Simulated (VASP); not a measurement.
# NbN in VASP: single point with PBE+D3(BJ)

Aim: the single point of NbN with PBE+D3(BJ).

Everything below comes from runs of VASP 6.6.1. Logs are shortened: lines on timing, memory, paths and dates and some standing lists are left out, and cuts for length are marked.

## (1) The cell of the first run

The cell holds a slab with vacuum, 24 atoms: a = 6.201 Å, b = 6.201 Å, c = 24.735 Å, α = 90.00°, β = 90.00°, γ = 120.00°.

## (2) Single point, PBE+D3(BJ)

INCAR

```
SYSTEM = NbN
  PREC = Accurate
  ENCUT = 520
  EDIFF = 1E-6
  ISMEAR = 0
  SIGMA = 0.1
  LREAL = .FALSE.
  LASPH = .TRUE.
  NELM = 120
  ALGO = Normal
  ISIF = 2
  LWAVE = .FALSE.
  LCHARG = .FALSE.
  LDIPOL = .TRUE.
  IDIPOL = 3
  DIPOL = 0.5 0.5 0.450
  GGA = PE
  IVDW = 12
  NBANDS = 126
  GGA_COMPAT = .FALSE.
  NELMDL = -8
```

KPOINTS

```
Automatic mesh
0
G
  4 4 1
  0 0 0
```

POSCAR

```
NbN
1.0
    6.2011598397      0.0000000000      0.0000000000
   -3.1005799199      5.3703619541      0.0000000000
    0.0000000000      0.0000000000     24.7346322587
Nb N
12 12
Direct
    0.1666666667      0.3333333333      0.3234331489
    0.1666666667      0.8333333333      0.3234331489
    0.6666666667      0.3333333333      0.3234331489
    0.6666666667      0.8333333333      0.3234331489
    0.5000000000      0.5000000000      0.4257840907
    0.5000000000      0.0000000000      0.4257840907
    0.0000000000      0.5000000000      0.4257840907
    0.0000000000      0.0000000000      0.4257840907
    0.8256040209      0.6510871146      0.5237825013
    0.8280696927      0.1558297076      0.5417401871
    0.3255985721      0.6507084989      0.5241789125
    0.3283358081      0.1562479505      0.5419212705
    0.3333333333      0.1666666667      0.3746086198
    0.3333333333      0.6666666667      0.3746086198
    0.8333333333      0.1666666667      0.3746086198
    0.8333333333      0.6666666667      0.3746086198
    0.6565182889      0.3131271047      0.4764740895
    0.6757920639      0.8520507563      0.4764057299
    0.1568445312      0.3134940175      0.4765034408
    0.1763562744      0.8519956400      0.4764132571
   -0.0027274250      0.4941814339      0.5675301432
   -0.0048911312     -0.0099474766      0.5719222055
    0.4972266559      0.4944619152      0.5677486354
    0.4951693241     -0.0100974870      0.5719737213
```

Potentials or basis: VASP PAW PBE potentials, release 64 (Nb_sv, N).

Run with:

```
> cat potpaw_PBE.64/Nb_sv/POTCAR potpaw_PBE.64/N/POTCAR > POTCAR
> mpirun -np 1 vasp_std > vasp.out
```

OUTCAR:

```text
SYSTEM = NbN
   PREC = Accurate
   ENCUT = 520
   EDIFF = 1E-6
   ISMEAR = 0
   LREAL = .FALSE.
   LASPH = .TRUE.
   NELM = 120
   ISIF = 2
   GGA = PE
   IVDW = 12
   NELMDL = -8
 IVDW          = 12

 ion  position               nearest neighbor table
   1  0.167  0.333  0.323-  13 2.19  15 2.19  14 2.19
   2  0.167  0.833  0.323-  14 2.19  16 2.19  13 2.19
   3  0.667  0.333  0.323-  15 2.19  13 2.19  16 2.19
   4  0.667  0.833  0.323-  16 2.19  14 2.19  15 2.19
   5  0.500  0.500  0.426-  16 2.19  13 2.19  14 2.19  19 2.23  17 2.23  18 2.27   9 2.99  11 3.00
[... 10 lines left out ...]
  12  0.328  0.156  0.542-  23 1.93  22 1.94  24 1.94  20 2.30  17 2.39  19 2.40
  13  0.333  0.167  0.375-   1 2.19   8 2.19   5 2.19   3 2.19   2 2.19   6 2.19
  14  0.333  0.667  0.375-   2 2.19   7 2.19   6 2.19   4 2.19   1 2.19   5 2.19
  15  0.833  0.167  0.375-   3 2.19   6 2.19   7 2.19   1 2.19   4 2.19   8 2.19
  16  0.833  0.667  0.375-   4 2.19   5 2.19   8 2.19   2 2.19   3 2.19   7 2.19
  17  0.657  0.313  0.476-   6 2.10   9 2.16   5 2.23   7 2.23  10 2.39  12 2.39
  18  0.676  0.852  0.476-   6 2.14   8 2.15   9 2.22  11 2.23   5 2.27  10 2.30
  19  0.157  0.313  0.477-   8 2.10  11 2.16   5 2.23   7 2.23  10 2.39  12 2.40
  20  0.176  0.852  0.476-   6 2.14   8 2.15   9 2.22  11 2.23   7 2.27  12 2.30
  21  0.997  0.494  0.568-  10 1.93  11 2.06   9 2.07
  22  0.995  0.990  0.572-  10 1.94  12 1.94   9 2.18
  23  0.497  0.494  0.568-  12 1.93  11 2.06   9 2.07
  24  0.495  0.990  0.572-  12 1.94  10 1.94  11 2.17

  LATTYP: Found a hexagonal cell.
 ALAT       =     6.2011598397
 C/A-ratio  =     3.9887106442

  Lattice vectors:

 A1 = (   6.2011598397,   0.0000000000,   0.0000000000)
 A2 = (  -3.1005799199,   5.3703619541,   0.0000000000)
 A3 = (   0.0000000000,   0.0000000000,  24.7346322587)

Analysis of symmetry for initial positions (statically):
=====================================================================
 Subroutine PRICEL returns:
 Original cell was already a primitive cell.

 Routine SETGRP: Setting up the symmetry group for a
 hexagonal supercell.

 Subroutine GETGRP returns: Found  1 space group operations
 (whereof  1 operations were pure point group operations)
 out of a pool of 24 trial point group operations.

The static configuration has the point symmetry C_1 .

Analysis of symmetry for dynamics (positions and initial velocities):
=====================================================================
 Subroutine PRICEL returns:
 Original cell was already a primitive cell.

 Routine SETGRP: Setting up the symmetry group for a
 hexagonal supercell.

 Subroutine GETGRP returns: Found  1 space group operations
 (whereof  1 operations were pure point group operations)
 out of a pool of 24 trial point group operations.

The dynamic configuration has the point symmetry C_1 .

 Subroutine INISYM returns: Found  1 space group operations
 (whereof  1 operations are pure point group operations),
 and found     1 'primitive' translations

----------------------------------------------------------------------------------------

                                     Primitive cell

  volume of cell :     823.7244

  direct lattice vectors                    reciprocal lattice vectors
     6.201159840  0.000000000  0.000000000     0.161260155  0.093103594  0.000000000
    -3.100579920  5.370361954  0.000000000     0.000000000  0.186207188  0.000000000
     0.000000000  0.000000000 24.734632259     0.000000000  0.000000000  0.040429144

  length of vectors
     6.201159840  6.201159840 24.734632259     0.186207188  0.186207188  0.040429144

  position of ions in fractional coordinates (direct lattice)
     0.166666667  0.333333333  0.323433149
     0.166666667  0.833333333  0.323433149
     0.666666667  0.333333333  0.323433149
     0.666666667  0.833333333  0.323433149
     0.500000000  0.500000000  0.425784091
     0.500000000  0.000000000  0.425784091
[... 16 lines left out ...]
     0.497226656  0.494461915  0.567748635
     0.495169324  0.989902513  0.571973721

  ion indices of the primitive-cell ions
   primitive index   ion index
                 1           1
                 2           2
                 3           3
                 4           4
                 5           5
                 6           6
[... 16 lines left out ...]
                23          23
                24          24

----------------------------------------------------------------------------------------

 KPOINTS: Automatic mesh

Automatic generation of k-mesh.
 Grid dimensions read from file:
 generate k-points for:    4    4    1

 Generating k-lattice:

  Cartesian coordinates                     Fractional coordinates (reciprocal lattice)
     0.040315039  0.023275899  0.000000000     0.250000000  0.000000000  0.000000000
     0.000000000  0.046551797  0.000000000     0.000000000  0.250000000  0.000000000
     0.000000000  0.000000000  0.040429144     0.000000000  0.000000000  1.000000000

  Length of vectors
     0.046551797  0.046551797  0.040429144

  Shift w.r.t. Gamma in fractional coordinates (k-lattice)
     0.000000000  0.000000000  0.000000000

 Subroutine IBZKPT returns following result:
 ===========================================

 Found     10 irreducible k-points:

 Following reciprocal coordinates:
            Coordinates               Weight
  0.000000  0.000000  0.000000      1.000000
  0.250000  0.000000  0.000000      2.000000
  0.000000  0.250000  0.000000      2.000000
 -0.250000  0.250000  0.000000      2.000000
  0.500000  0.000000  0.000000      1.000000
  0.000000  0.500000  0.000000      1.000000
  0.500000  0.500000  0.000000      1.000000
  0.250000  0.250000  0.000000      2.000000
 -0.250000  0.500000  0.000000      2.000000
  0.500000  0.250000  0.000000      2.000000
   k-points           NKPTS =     10   k-points in BZ     NKDIM =     10   number of bands    NBANDS=    126
   number of dos      NEDOS =    301   number of ions     NIONS =     24
   total plane-waves  NPLWV = 442368
   dimension x,y,z NGX =    48 NGY =   48 NGZ =  192
   dimension x,y,z NGXF=    96 NGYF=   96 NGZF=  384
   ions per type =              12  12
   NGX,Y,Z   is equivalent  to a cutoff of  12.87, 12.87, 12.90 a.u.
   NGXF,Y,Z  is equivalent  to a cutoff of  25.74, 25.74, 25.81 a.u.
 SYSTEM =  NbN
   PREC   = accura    normal or accurate (medium, high low for compatibility)
   ISTART =      0    job   : 0-new  1-cont  2-samecut
   ICHARG =      2    charge: 1-file 2-atom 10-const
   ISPIN  =      1    spin polarized calculation?
   LNONCOLLINEAR =      F non collinear calculations
   LSORBIT =      F    spin-orbit coupling
   LASPH  =      T    aspherical Exc in radial PAW
   ENCUT  =  520.0 eV  38.22 Ry    6.18 a.u.  11.53 11.53 45.99*2*pi/ulx,y,z
   NELM   =    120;   NELMIN=  2; NELMDL= -8     # of ELM steps
   EDIFF  = 0.1E-05   stopping-criterion for ELM
   LREAL  =      F    real-space projection
   EDIFFG = 0.1E-04   stopping-criterion for IOM
   NSW    =      0    number of steps for IOM
   IBRION =     -1    ionic relax: 0-MD 1-quasi-New 2-CG
   NFREE  =      0    steps in history (QN), initial steepest desc. (CG)
   ISIF   =      2    stress and relaxation
   ISYM   =      2    0-nonsym 1-usesym 2-fastsym
   POTIM  = 0.5000    time-step for ionic-motion
   TEBEG  =    0.0;   TEEND  =   0.0 temperature during run
   PSTRESS=    0.0 pullay stress
   NELECT =     216.0000    total number of electrons
   NUPDOWN=      -1.0000    fix difference up-down
   EMIN   =  10.00;   EMAX   =-10.00  energy-range for DOS
   EFERMI =   0.00;   METHOD = LEGACY
   ISMEAR =     0;   SIGMA  =   0.10  broadening in eV -4-tet -1-fermi 0-gaus
   EFERMI_NEDOS =   21; number of points for ismear=-14 and -15
   IALGO  =     38    algorithm
   IMIX   =      4    mixing-type and parameters
     AMIX     =   0.40;   BMIX     =  1.00
     AMIX_MAG =   1.60;   BMIX_MAG =  1.00
  volume/ion in A,a.u.               =      34.32       231.62
  Fermi-wavevector in a.u.,A,eV,Ry     =   1.047849  1.980148 14.939032  1.097988
  Thomas-Fermi vector in A             =   2.182746
   LORBIT       =      0    0 simple, 1 ext, 2 COOP (PROOUT), +10 PAW based schemes
   GGA     = PE    functional components
   LHFCALC =     F    Hartree Fock is set to
   AEXX    =    0.0000 exact exchange contribution
   IVDW    =    12    specifies the selected vdW correction
   LEPSILON=     F    determine dielectric tensor
   LRPA    =     F    only Hartree local field effects (RPA)
 non-spin polarized calculation
 Gauss-broadening in eV      SIGMA  =   0.10
  energy-cutoff  :      520.00
  volume of cell :      823.72
 maximum number of plane-waves:     22198
 NGX is ok and might be reduce to    48
   NGX = 23   NGY = 23   NGZ = 91

 dipolmoment           0.000000      0.000000     -0.074980 electrons x Angstroem

 number of electron     215.9999997 magnetization

 dipolmoment           0.000000      0.000000      0.154393 electrons x Angstroem

 Free energy of the ion-electron system (eV)
  ---------------------------------------------------
  ext. energy  EPLUGINS =         0.00000000
  ---------------------------------------------------
  free energy    TOTEN  =      -236.86515435 eV

  energy without entropy =     -236.79430850  energy(sigma->0) =     -236.82973142

 E-fermi :   0.5673     XC(G=0):  -4.9720

 val. band max:        0.5603054540   @ k =   0.0000   0.5000   0.0000
 cond. band min:       0.5879468673   @ k =   0.5000   0.0000   0.0000
 fundamental gap:      0.0276414133
 Fermi energy:         0.5672786762

 k-point     1 :       0.0000    0.0000    0.0000
  band No.  band energies     occupation
      1     -55.8616      2.00000
      2     -55.8062      2.00000
      3     -55.5690      2.00000
      4     -55.5320      2.00000
      5     -55.5083      2.00000
      6     -55.4879      2.00000
[... 1219 lines left out ...]
    119       1.8600      0.00000
    120       1.9502      0.00000
 [bands above 120 left out]

------------------------ aborting loop because EDIFF is reached ----------------------------------------

 vacuum level on the upper side and lower side of the slab       (xc-potential included)         0.317        -0.488

 Edisp (eV)   -8.54889

 E8    (eV) :    -3.8466

  FORCE on cell =-STRESS in cart. coord.  units (eV):
  Direction    XX          YY          ZZ          XY          YZ          ZX
  --------------------------------------------------------------------------------------
  -------------------------------------------------------------------------------------
  Total      -8.09543    -4.90709    -2.05906     0.00703     1.68713    -0.02036
  in kB     -15.74595    -9.54449    -4.00495     0.01368     3.28154    -0.03959
  external pressure =       -9.77 kB  Pullay stress =        0.00 kB

 VOLUME and BASIS-vectors are now :
 -----------------------------------------------------------------------------
  energy-cutoff  :      520.00
  volume of cell :      823.72
      direct lattice vectors                 reciprocal lattice vectors
     6.201159840  0.000000000  0.000000000     0.161260155  0.093103594  0.000000000
    -3.100579920  5.370361954  0.000000000     0.000000000  0.186207188  0.000000000
     0.000000000  0.000000000 24.734632259     0.000000000  0.000000000  0.040429144

 POSITION                                       TOTAL-FORCE (eV/Angst)
 -----------------------------------------------------------------------------------
      0.00000      1.79012      8.00000        -0.001517     -0.165816      0.543783
     -1.55029      4.47530      8.00000         0.000231     -0.161913      0.893172
      3.10058      1.79012      8.00000         0.002778     -0.158019      0.556266
      1.55029      4.47530      8.00000         0.001203     -0.161124      0.898852
      1.55029      2.68518     10.53161         0.025249      0.567696      0.750192
      3.10058      0.00000     10.53161         0.005740     -0.206704      0.146600
[... 16 lines left out ...]
      1.55026      2.65544     14.04305         0.000805     -0.006883     -0.034991
      0.00135      5.31613     14.14756        -0.010076      0.007508     -0.002109
 -----------------------------------------------------------------------------------
    total drift:                                0.000037     -0.000602      0.000484

  FREE ENERGIE OF THE ION-ELECTRON SYSTEM (eV)
  ---------------------------------------------------
  free  energy   TOTEN  =      -245.4140394039 eV

  energy  without entropy=     -245.3431935519  energy(sigma->0) =     -245.37861648

 vacuum level on the upper side and lower side of the slab         6.190         5.369
```

It took 65 min on 1 thread of Intel Xeon 6975P-C (Granite Rapids), shared host; peak memory 1.3 GiB.

What came out:

* Free energy: -245.4140 eV
* Largest force: 1.292 eV/Å
* Band gap on the k mesh: zero (bands 108 and 109 overlap by 0.14 eV)
* Dispersion energy per atom: -0.356 eV

Forces on the atoms (eV/Å):
```
Nb  -0.002 -0.166  0.544
Nb   0.000 -0.162  0.893
Nb   0.003 -0.158  0.556
Nb   0.001 -0.161  0.899
Nb   0.025  0.568  0.750
Nb   0.006 -0.207  0.147
Nb  -0.025  0.556  0.740
Nb  -0.005 -0.226  0.162
Nb  -0.003 -0.016  0.021
Nb   0.002  0.013 -0.015
Nb   0.002 -0.013  0.019
Nb  -0.001 -0.004 -0.021
N    0.003 -0.127 -1.019
N   -0.002  0.110 -1.272
N   -0.002 -0.125 -1.027
N    0.002  0.105 -1.287
N   -0.003  0.011 -0.013
N    0.000 -0.011 -0.010
N    0.002  0.010 -0.013
N   -0.001 -0.008 -0.009
N   -0.001  0.003 -0.004
N    0.008  0.009 -0.003
N    0.001 -0.007 -0.035
N   -0.010  0.008 -0.002
```

Levels at points of the mesh, in eV from the Fermi level:
```tsv
k point	band 106	band 107	band 108	band 109	band 110	band 111
(0.00, 0.00, 0.00)	-0.26	0.07	0.07	0.12	0.37	0.40
(0.50, 0.00, 0.00)	-0.32	0.02	0.03	0.17	0.18	0.44
(0.00, 0.50, 0.00)	-0.20	-0.15	-0.01	0.07	0.38	0.47
(0.50, 0.50, 0.00)	-0.32	0.02	0.03	0.17	0.18	0.44
```

The gap in the log of VASP goes by the Fermi energy; the results here count the filled bands.